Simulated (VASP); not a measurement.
A run of VASP 6.6.1 is set up as follows.

File POSCAR:

```
KCl
1.0
    3.6131701778      0.0000000000      0.0000000000
    0.0000000000      3.6131701778      0.0000000000
    0.0000000000      0.0000000000      3.6131701778
K Cl
1 1
Direct
    0.0000000000      0.0000000000      0.0000000000
    0.5000000000      0.5000000000      0.5000000000
```

Contents of INCAR.step1:

```
PREC = Accurate
ENCUT = 520
ISMEAR = 0
SIGMA = 0.02
LREAL = False
LASPH = True
NELM = 100
NBANDS = 15
GGA = PE
ALGO = Normal
EDIFF = 1E-4
LWAVE = True
LCHARG = False
```

File INCAR.step2:

```
PREC = Accurate
ENCUT = 520
EDIFF = 1E-6
ISMEAR = 0
SIGMA = 0.02
LREAL = False
LASPH = True
NELM = 100
ALGO = Normal
ISIF = 2
LWAVE = False
LCHARG = True
METAGGA = R2SCAN
LMIXTAU = True
LELF = True
LVHAR = True
NBANDS = 15
ISTART = 1
```

Contents of KPOINTS:

```
regular mesh
0
Gamma
  6 6 6
```

Potentials or basis: VASP PAW PBE potentials, release 64 (K_sv, Cl).

Command:

```console
$ cat potpaw_PBE.64/K_sv/POTCAR potpaw_PBE.64/Cl/POTCAR > POTCAR
$ cp INCAR.step1 INCAR
$ mpirun -np 1 vasp_std > vasp.out
$ cp INCAR.step2 INCAR
$ mpirun -np 1 vasp_std > vasp.out
```

(1) Estimate the band gap on the k mesh.

(2) What does it give for the pressure?

Results:

(1) 6.51 eV, indirect (least direct gap 6.74 eV).

(2) 4.0 GPa.

Caveat: the PAW data sets were made with another functional, which shifts forces and pressure a little.
